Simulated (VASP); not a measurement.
Write the native input for VASP 6.6.1 that does the following.

| Property | Result |
| --- | --- |
| Task | single point |
| Functional | PBEsol |
| Potentials or basis | VASP PAW PBE potentials, release 64 (B, As_d) |
| Cutoff | 420 eV |
| k mesh | 1 × 1 × 4 |
| Occupations | gaussian, width 0.05 eV |
| Spin | collinear spin |
| Starting moments | [0.3, 0.3, 0.3, 0.3, 0.3, 0.3, 0.3, 0.3] μB |
| Dipole correction | no |
| Further INCAR settings | ALGO = Normal; EDIFF = 1e-06; NBANDS = 50 |

The structure of BAs lies in POSCAR:

```
BAs
1.0
   10.9000000000      0.0000000000      0.0000000000
    0.0000000000     12.7000000000      0.0000000000
    0.0000000000      0.0000000000      7.1405835975
B As
4 4
Direct
    0.4894795444      0.5000000000     -0.0227471902
    0.4863043269      0.5000000000      0.4006725573
    0.5342595866      0.5692935761      0.5906898264
    0.5342595866      0.4307064239      0.5906898264
    0.4816712428      0.3366068781      0.4033453102
    0.4816712428      0.6633931219      0.4033453102
    0.3656261507      0.5000000000      0.1587262751
    0.6267283192      0.5000000000      0.8086114181
```

The input as run:

INCAR

```
PREC     = Accurate       # precision mode
ENCUT    = 420            # plane-wave cutoff, eV
EDIFF    = 1E-6           # SCF threshold, eV
ISMEAR   = 0              # smearing method
SIGMA    = 0.05           # smearing width, eV
LREAL    = F              # projectors in reciprocal space
LASPH    = T              # aspherical terms in the spheres
NELM     = 200            # most SCF steps
ALGO     = Normal         # electronic algorithm
ISIF     = 2              # what is computed and relaxed
LWAVE    = F              # write WAVECAR
LCHARG   = F              # write CHGCAR
ISPIN    = 2              # spin polarisation
MAGMOM   = 0.3 0.3 0.3 0.3 0.3 0.3 0.3 0.3 # initial moments
LORBIT   = 11             # projections on sites
GGA      = PS             # functional
NBANDS   = 50             # bands
GGA_COMPAT= F
```

KPOINTS

```
Automatic mesh
0
Gamma
  1 1 4
```

Potentials or basis: VASP PAW PBE potentials, release 64 (B, As_d).

Launch:

```console
$ cat potpaw_PBE.64/B/POTCAR potpaw_PBE.64/As_d/POTCAR > POTCAR
$ mpirun -np 1 vasp_std > vasp.out
```

Results of the run:

The largest force is 0.040 eV/Å and the band gap on the k mesh is 0.30 eV. The net moment is 0.00 μB per cell and the valence electrons inside the program's atomic spheres are B 1.74, 1.87, 1.89 (each value once); As 13.61, 13.62, 13.76 (each value once).

Caveat: semilocal functionals underestimate gaps, and a narrow one can read as zero; the PAW data sets were made with another functional, which shifts forces and pressure a little.

Run time: 11 min on 1 thread of Intel(R) Xeon(R) Platinum 8259CL CPU @ 2.50GHz (Skylake/Cascade Lake), with other jobs on the host, peak memory 1 GiB.
